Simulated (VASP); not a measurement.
# Ti (I4/mmm) in VASP: a series of runs

Ti is run at these levels: PBE; tasks: single point.

Program: VASP 6.6.1. These are calculated values, not measurements. Logs are shortened: lines on timing, memory, paths and dates and some standing lists are left out, and cuts for length are marked.

## (1) The cell of the first run

Symmetry: I4/mmm, No. 139, tetragonal system. The conventional cell has a = 2.871 Å, b = 2.871 Å, c = 4.141 Å, α = 90.00°, β = 90.00°, γ = 90.00°. Ti (site symmetry 4/mmm) has 12 Ti at 2.87 to 2.90 Å within 3.8 Å.

## (2) Single point, PBE (zz strain of +2 %)

File INCAR:

```
SYSTEM = Ti
  PREC = Accurate
  ENCUT = 520
  EDIFF = 1E-7
  ISMEAR = -1
  SIGMA = 0.05
  LREAL = .False.
  LASPH = .True.
  NELM = 60
  ALGO = Normal
  ISIF = 2
  LWAVE = .False.
  LCHARG = .True.
  GGA = PE
  LELF = .True.
  LVHAR = .True.
  NBANDS = 12
```

File KPOINTS:

```
regular mesh
0
Gamma
  15 15 15
  0 0 0
```

File POSCAR:

```
Ti
1.0
    0.0000000000      2.0300000000      2.0706000000
    2.0300000000      0.0000000000      2.0706000000
    2.0300000000      2.0300000000      0.0000000000
Ti
1
Direct
    0.0000000000      0.0000000000      0.0000000000
```

Potentials or basis: VASP PAW PBE potentials, release 64 (Ti_sv).

Run with:

```sh
$ cat potpaw_PBE.64/Ti_sv/POTCAR > POTCAR
$ mpirun -np 1 vasp_std > vasp.out
```

OUTCAR:

```text
SYSTEM = Ti
   PREC = Accurate
   ENCUT = 520
   EDIFF = 1E-7
   ISMEAR = -1
   LREAL = .False.
   LASPH = .True.
   NELM = 60
   ISIF = 2
   GGA = PE

 ion  position               nearest neighbor table
   1  0.000  0.000  0.000-

  LATTYP: Found a body centered tetragonal cell.
 ALAT       =     2.8708535316
 C/A-ratio  =     1.4424978336

  Lattice vectors:

 A1 = (  -2.0300000000,   0.0000000000,   2.0706000000)
 A2 = (   2.0300000000,   0.0000000000,   2.0706000000)
 A3 = (   0.0000000000,   2.0300000000,  -2.0706000000)

Analysis of symmetry for initial positions (statically):
=====================================================================
 Subroutine PRICEL returns:
 Original cell was already a primitive cell.

 Routine SETGRP: Setting up the symmetry group for a
 body centered tetragonal supercell.

 Subroutine GETGRP returns: Found 16 space group operations
 (whereof 16 operations were pure point group operations)
 out of a pool of 16 trial point group operations.

The static configuration has the point symmetry D_4h.

Analysis of symmetry for dynamics (positions and initial velocities):
=====================================================================
 Subroutine PRICEL returns:
 Original cell was already a primitive cell.

 Routine SETGRP: Setting up the symmetry group for a
 body centered tetragonal supercell.

 Subroutine GETGRP returns: Found 16 space group operations
 (whereof 16 operations were pure point group operations)
 out of a pool of 16 trial point group operations.

The dynamic configuration has the point symmetry D_4h.

 Subroutine INISYM returns: Found 16 space group operations
 (whereof 16 operations are pure point group operations),
 and found     1 'primitive' translations

----------------------------------------------------------------------------------------

                                     Primitive cell

  volume of cell :      17.0655

  direct lattice vectors                    reciprocal lattice vectors
     0.000000000  2.030000000  2.070600000    -0.246305419  0.246305419  0.241475901
     2.030000000  0.000000000  2.070600000     0.246305419 -0.246305419  0.241475901
     2.030000000  2.030000000  0.000000000     0.246305419  0.246305419 -0.241475901

  length of vectors
     2.899704185  2.899704185  2.870853532     0.423843520  0.423843520  0.423843520

  position of ions in fractional coordinates (direct lattice)
     0.000000000  0.000000000  0.000000000

  ion indices of the primitive-cell ions
   primitive index   ion index
                 1           1

----------------------------------------------------------------------------------------

 KPOINTS: regular mesh

Automatic generation of k-mesh.
 Grid dimensions read from file:
 generate k-points for:   15   15   15

 Generating k-lattice:

  Cartesian coordinates                     Fractional coordinates (reciprocal lattice)
    -0.016420361  0.016420361  0.016098393     0.066666667 -0.000000000  0.000000000
     0.016420361 -0.016420361  0.016098393    -0.000000000  0.066666667  0.000000000
     0.016420361  0.016420361 -0.016098393     0.000000000  0.000000000  0.066666667

  Length of vectors
     0.028256235  0.028256235  0.028256235

  Shift w.r.t. Gamma in fractional coordinates (k-lattice)
     0.000000000  0.000000000  0.000000000

 Subroutine IBZKPT returns following result:
 ===========================================

 Found    288 irreducible k-points:

 Following reciprocal coordinates:
            Coordinates               Weight
  0.000000  0.000000  0.000000      1.000000
  0.066667  0.000000  0.000000      8.000000
  0.133333 -0.000000  0.000000      8.000000
  0.200000  0.000000  0.000000      8.000000
  0.266667 -0.000000  0.000000      8.000000
  0.333333  0.000000  0.000000      8.000000
[... 16 lines left out ...]
  0.133333  0.133333  0.000000      2.000000
  0.200000  0.133333  0.000000      8.000000
 [... further k-points ...]
   k-points           NKPTS =    288   k-points in BZ     NKDIM =    288   number of bands    NBANDS=     12
   number of dos      NEDOS =    301   number of ions     NIONS =      1
   total plane-waves  NPLWV =  13824
   dimension x,y,z NGX =    24 NGY =   24 NGZ =   24
   dimension x,y,z NGXF=    48 NGYF=   48 NGZF=   48
   ions per type =               1
   NGX,Y,Z   is equivalent  to a cutoff of  13.76, 13.76, 13.90 a.u.
   NGXF,Y,Z  is equivalent  to a cutoff of  27.52, 27.52, 27.80 a.u.
 SYSTEM =  Ti
   PREC   = accura    normal or accurate (medium, high low for compatibility)
   ISTART =      0    job   : 0-new  1-cont  2-samecut
   ICHARG =      2    charge: 1-file 2-atom 10-const
   ISPIN  =      1    spin polarized calculation?
   LNONCOLLINEAR =      F non collinear calculations
   LSORBIT =      F    spin-orbit coupling
   LASPH  =      T    aspherical Exc in radial PAW
   ENCUT  =  520.0 eV  38.22 Ry    6.18 a.u.   5.39  5.39  5.34*2*pi/ulx,y,z
   NELM   =     60;   NELMIN=  2; NELMDL= -5     # of ELM steps
   EDIFF  = 0.1E-06   stopping-criterion for ELM
   LREAL  =      F    real-space projection
   EDIFFG = 0.1E-05   stopping-criterion for IOM
   NSW    =      0    number of steps for IOM
   IBRION =     -1    ionic relax: 0-MD 1-quasi-New 2-CG
   NFREE  =      0    steps in history (QN), initial steepest desc. (CG)
   ISIF   =      2    stress and relaxation
   ISYM   =      2    0-nonsym 1-usesym 2-fastsym
   POTIM  = 0.5000    time-step for ionic-motion
   TEBEG  =    0.0;   TEEND  =   0.0 temperature during run
   PSTRESS=    0.0 pullay stress
   NELECT =      12.0000    total number of electrons
   NUPDOWN=      -1.0000    fix difference up-down
   EMIN   =  10.00;   EMAX   =-10.00  energy-range for DOS
   EFERMI =   0.00;   METHOD = LEGACY
   ISMEAR =    -1;   SIGMA  =   0.05  broadening in eV -4-tet -1-fermi 0-gaus
   EFERMI_NEDOS =   21; number of points for ismear=-14 and -15
   IALGO  =     38    algorithm
   IMIX   =      4    mixing-type and parameters
     AMIX     =   0.40;   BMIX     =  1.00
     AMIX_MAG =   1.60;   BMIX_MAG =  1.00
  volume/ion in A,a.u.               =      17.07       115.16
  Fermi-wavevector in a.u.,A,eV,Ry     =   1.455780  2.751026 28.834774  2.119296
  Thomas-Fermi vector in A             =   2.572775
   LORBIT       =      0    0 simple, 1 ext, 2 COOP (PROOUT), +10 PAW based schemes
   GGA     = PE    functional components
   LHFCALC =     F    Hartree Fock is set to
   AEXX    =    0.0000 exact exchange contribution
   IVDW    =     0    specifies the selected vdW correction
   LEPSILON=     F    determine dielectric tensor
   LRPA    =     F    only Hartree local field effects (RPA)
 non-spin polarized calculation
  energy-cutoff  :      520.00
  volume of cell :       17.07
 maximum number of plane-waves:       475
 NGX is ok and might be reduce to    24
   NGX = 11   NGY = 11   NGZ = 11

 number of electron      12.0000002 magnetization

 Free energy of the ion-electron system (eV)
  ---------------------------------------------------
  ext. energy  EPLUGINS =         0.00000000
  ---------------------------------------------------
  free energy    TOTEN  =        -7.78309603 eV

  energy without entropy =       -7.76919356  energy(sigma->0) =       -7.77614480

 E-fermi :   8.4055     XC(G=0): -11.5823

 val. band max:        8.4030545848   @ k =   0.2667   0.0667   0.0000
 cond. band min:       8.4105814113   @ k =  -0.3333   0.2667   0.0667
 fundamental gap:      0.0075268265
 Fermi energy:         8.4054705708

 k-point     1 :       0.0000    0.0000    0.0000
  band No.  band energies     occupation
      1     -48.2764      2.00000
      2     -24.1176      2.00000
      3     -24.1133      2.00000
      4     -24.1133      2.00000
      5       2.2702      2.00000
      6       9.1866      0.00000
      7       9.3463      0.00000
      8       9.3463      0.00000
      9      10.8656      0.00000
     10      11.0524      0.00000
     11      23.7582      0.00000
     12      27.9978      0.00000

 k-point     2 :       0.0667    0.0000    0.0000
  band No.  band energies     occupation
      1     -48.2708      2.00000
      2     -24.1466      2.00000
      3     -24.1205      2.00000
      4     -24.1169      2.00000
      5       2.4165      2.00000
      6       9.1637      0.00000
      7       9.3307      0.00000
      8       9.3994      0.00000
      9      10.8349      0.00000
     10      11.0146      0.00000
     11      23.8794      0.00000
     12      27.1672      0.00000

 k-point     3 :       0.1333   -0.0000    0.0000
  band No.  band energies     occupation
      1     -48.2550      2.00000
      2     -24.2355      2.00000
      3     -24.1329      2.00000
      4     -24.1269      2.00000
      5       2.8407      2.00000
      6       8.9580      0.00003
      7       9.4221      0.00000
      8       9.5295      0.00000
      9      10.7839      0.00000
     10      10.9381      0.00000
     11      23.9912      0.00000
     12      25.4485      0.00000
[... 286 lines left out ...]
 k-point    23 :       0.1333    0.1333    0.0000
  band No.  band energies     occupation
      1     -48.2490      2.00000
      2     -24.2337      2.00000
      3     -24.1523      2.00000
      4     -24.1523      2.00000
      5       3.0067      2.00000
      6       8.6769      0.00874
      7       9.6916      0.00000
      8       9.6916      0.00000
      9      10.3314      0.00000
     10      11.2079      0.00000
     11      24.4065      0.00000
     12      25.9519      0.00000

 k-point    24 :       0.2000    0.1333    0.0000
  band No.  band energies     occupation
      1     -48.2320      2.00000
      2     -24.3152      2.00000
      3     -24.1719      2.00000
      4     -24.1693      2.00000
      5       3.4797      2.00000
      6       8.4370      0.69445
      7       9.7385      0.00000
      8       9.8652      0.00000
      9      10.2436      0.00000
     10      11.2815      0.00000
     11      24.2814      0.00000
     12      24.9695      0.00000

 [... further k-points ...]

------------------------ aborting loop because EDIFF is reached ----------------------------------------

  FORCE on cell =-STRESS in cart. coord.  units (eV):
  Direction    XX          YY          ZZ          XY          YZ          ZX
  --------------------------------------------------------------------------------------
  -------------------------------------------------------------------------------------
  Total        0.2184603      0.2184603      0.1451640      0.0000000     -0.0000000     -0.0000000
  in kB       20.5099608     20.5099608     13.6286004      0.0000000     -0.0000000     -0.0000000
  external PRESSURE =      18.2161740 kB  Pullay stress =       0.0000000 kB

 VOLUME and BASIS-vectors are now :
 -----------------------------------------------------------------------------
  energy-cutoff  :      520.00
  volume of cell :       17.07
      direct lattice vectors                 reciprocal lattice vectors
     0.000000000  2.030000000  2.070600000    -0.246305419  0.246305419  0.241475901
     2.030000000  0.000000000  2.070600000     0.246305419 -0.246305419  0.241475901
     2.030000000  2.030000000  0.000000000     0.246305419  0.246305419 -0.241475901

 POSITION                                       TOTAL-FORCE (eV/Angst)
 -----------------------------------------------------------------------------------
      0.00000      0.00000      0.00000         0.000000     -0.000000      0.000000
 -----------------------------------------------------------------------------------
    total drift:                               -0.000000      0.000000     -0.000000

  FREE ENERGIE OF THE ION-ELECTRON SYSTEM (eV)
  ---------------------------------------------------
  free  energy   TOTEN  =        -7.7830960350 eV

  energy  without entropy=       -7.7691935590  energy(sigma->0) =       -7.77614480
```

Run time: 48 s. Hardware: 1 thread of Intel Xeon Platinum 8259CL at 2.50GHz (Skylake/Cascade Lake), shared host; peak memory 0.18 GiB.

Results:

- Free energy: -7.7831 eV
- Pressure: 1.8 GPa
- Band gap on the k mesh: zero (bands 6 and 7 overlap by 1.10 eV)

Levels at points of the mesh, in eV from the Fermi level:
```tsv
k point	band 4	band 5	band 6	band 7	band 8	band 9
(0.00, 0.00, 0.00)	-32.52	-6.14	0.78	0.94	0.94	2.46
```

Caveat: the cell differs from its parent crystal (zz strain of +2 %).

## (3) Single point, PBE (zz strain of +3 %)

File INCAR:

```
PREC     = Accurate       # precision mode
ENCUT    = 520            # plane-wave cutoff, eV
EDIFF    = 1E-6           # SCF threshold, eV
ISMEAR   = -1             # smearing method
SIGMA    = 0.05           # smearing width, eV
LREAL    = False          # projectors in reciprocal space
LASPH    = True           # aspherical terms in the spheres
NELM     = 80             # most SCF steps
ALGO     = Normal         # electronic algorithm
ISIF     = 2              # what is computed and relaxed
LWAVE    = False          # write WAVECAR
LCHARG   = True           # write CHGCAR
GGA      = PE             # functional
LELF     = True           # ELF
LVHAR    = True         
NBANDS   = 12             # bands
```

File KPOINTS:

```
regular mesh
0
Gamma
  15 15 15
```

File POSCAR:

```
Ti
1.0
    0.0000000000      2.0300000000      2.0909000000
    2.0300000000      0.0000000000      2.0909000000
    2.0300000000      2.0300000000      0.0000000000
Ti
1
Direct
    0.0000000000      0.0000000000      0.0000000000
```

Potentials or basis: VASP PAW PBE potentials, release 64 (Ti_sv).

Run with:

```sh
$ cat potpaw_PBE.64/Ti_sv/POTCAR > POTCAR
$ mpirun -np 1 vasp_std > vasp.out
```

It took 39 s on 1 thread of Intel Xeon Platinum 8259CL at 2.50GHz (Skylake/Cascade Lake), shared host; peak memory 0.18 GiB.

The run converged. Its results:

| Quantity | Value |
| --- | --- |
| Free energy | -7.7839 eV |
| Pressure | 0.7 GPa |
| Band gap on the k mesh | zero (bands 6 and 7 overlap by 1.17 eV) |

Stress tensor (GPa, compression positive):
```
1.05 0.00 0.00
0.00 1.05 0.00
0.00 0.00 0.07
```

Levels at points of the mesh, in eV from the Fermi level:
| k point | band 2 | band 3 | band 4 | band 5 | band 6 | band 7 | band 8 | band 9 | band 10 | band 11 |
| --- | --- | --- | --- | --- | --- | --- | --- | --- | --- | --- |
| (0.00, 0.00, 0.00) | -32.55 | -32.54 | -32.54 | -6.11 | 0.73 | 0.97 | 0.97 | 2.39 | 2.67 | 15.31 |

Caveat: the cell differs from its parent crystal (zz strain of +3 %).

[end of part 1 of 2]
